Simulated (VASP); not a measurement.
Set up this calculation in VASP 6.6.1, as the native input.

* Task: single point
* Functional: PBEsol
* Potentials or basis: VASP PAW PBE potentials, release 64 (Zn, S)
* Cutoff: 520 eV
* k mesh: 6 × 6 × 2
* Occupations: gaussian, width 0.01 eV
* Spin: no spin polarisation
* Dipole correction: no
* Further INCAR settings: ALGO = Normal; EDIFF = 1e-07; NBANDS = 46

The structure of ZnS (Wurtzite-4H) lies in POSCAR:

```
ZnS
1.0
    3.8227000000      0.0000000000      0.0000000000
   -1.9113500000      3.3105550000      0.0000000000
    0.0000000000      0.0000000000     12.5200000000
Zn S
4 4
Direct
    0.0000000000      0.0000000000      0.0000000000
    0.0000000000      0.0000000000      0.5000000000
    0.3333333333      0.6666666667      0.2500000000
    0.6666666667      0.3333333333      0.7500000000
    0.0000000000      0.0000000000      0.1875000000
    0.0000000000      0.0000000000      0.6875000000
    0.3333333333      0.6666666667      0.4375000000
    0.6666666667      0.3333333333      0.9375000000
```

These files were run (other wordings do the same):

INCAR

```
SYSTEM = ZnS
  PREC = Accurate
  ENCUT = 520
  EDIFF = 1E-7
  ISMEAR = 0
  SIGMA = 0.01
  LREAL = .FALSE.
  LASPH = .TRUE.
  NELM = 100
  ALGO = Normal
  ISIF = 2
  LWAVE = .FALSE.
  LCHARG = .FALSE.
  GGA = PS
  NBANDS = 46
```

KPOINTS

```
regular mesh
0
G
  6 6 2
  0 0 0
```

Potentials or basis: VASP PAW PBE potentials, release 64 (Zn, S).

The run is started by

```sh
$ cat potpaw_PBE.64/Zn/POTCAR potpaw_PBE.64/S/POTCAR > POTCAR
$ mpirun -np 1 vasp_std > vasp.out
```

It gave:

```yaml
Pressure: -2.0 GPa
Largest_force: 0.041 eV/Å
Band_gap_on_the_k_mesh: 2.00 eV, direct
```

Caveat: the PAW data sets were made with another functional, which shifts forces and pressure a little.

Wall time 100 s on 1 thread of AMD EPYC 7R13 (shared host), peak memory 0.3 GiB.
